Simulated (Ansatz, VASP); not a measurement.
# O in VASP and in Ansatz

The input INCAR:

```
SYSTEM = O
PREC     = Accurate       ! precision mode
ENCUT    = 520            ! plane-wave cutoff, eV
EDIFF    = 1E-7           ! SCF threshold, eV
ISMEAR   = -1             ! smearing method
SIGMA    = 0.05           ! smearing width, eV
LREAL    = .FALSE.        ! projectors in reciprocal space
LASPH    = .TRUE.         ! aspherical terms in the spheres
NELM     = 60             ! most SCF steps
ALGO     = Normal         ! electronic algorithm
ISIF     = 2              ! what is computed and relaxed
LWAVE    = .FALSE.        ! write WAVECAR
LCHARG   = .FALSE.        ! write CHGCAR
GGA      = PE             ! functional
NBANDS   = 13             ! bands
```

The input KPOINTS:

```
Automatic mesh
0
G
  9 9 9
  0 0 0
```

POSCAR

```
O
1.0
    1.6523106988      0.9539620267      3.6815609125
   -1.6523106988      0.9539620267      3.6815609125
    0.0000000000     -1.9079240534      3.6815609125
O
2
Direct
    0.0546147200      0.0546147200      0.0546147200
    0.9453852800      0.9453852800      0.9453852800
```

Contents of input.yaml:

```yaml
crystal:
  lattice:
    - [1.6523106988, 0.9539620267, 3.6815609125]
    - [-1.6523106988, 0.9539620267, 3.6815609125]
    - [0.0, -1.9079240534, 3.6815609125]
  atoms:
    - { symbol: O, position: [0.05461472, 0.05461472, 0.05461472] }
    - { symbol: O, position: [0.94538528, 0.94538528, 0.94538528] }
kpoints:
  mp_grid: { grid: [9, 9, 9] }
scf:
  occupations: { method: fermi_dirac, width: 0.05 }
hamiltonian:
  xc: pbe
  pseudopotentials: { kind: all_electron, lapw: { basis_error: 0.0005 } }
output:
  forces: true
  stress: true
  eigenvalues: true
```

Change from the starting cell: volume scaled by 0.96.

Alike in both runs: task single point; functional PBE; k mesh 9 × 9 × 9; occupations fermi-dirac, width 0.05 eV; no spin polarisation.

```csv
,VASP,Ansatz
version,VASP 6.6.1,Ansatz 0.2.0
potentials or method,"VASP PAW PBE potentials, release 64 (O), cutoff 520 eV","all-electron LAPW, scalar-relativistic"
```

```tsv
	VASP	Ansatz	Ansatz less VASP
gap on the k mesh at the Fermi level (eV)	none	none	-
pressure (GPa)	1.1	-1.0	-2.16
traceless stress, the component that is largest in VASP (GPa)	10.11	5.28	-4.825
rms of the force components (eV/Å)	1.196	0.435	-0.7609
```

Atom by atom the forces differ by 0.761 eV/Å (rms over components). A gap of «none» marks a metal or a gap that the smearing closes. Ansatz ran all-electron here, and VASP with PAW potentials.

Noted on VASP's run: the standard files for N, O and F lose accuracy on very short bonds; spin is off for a triplet molecule. Noted on Ansatz's run: spin is off for a triplet molecule.
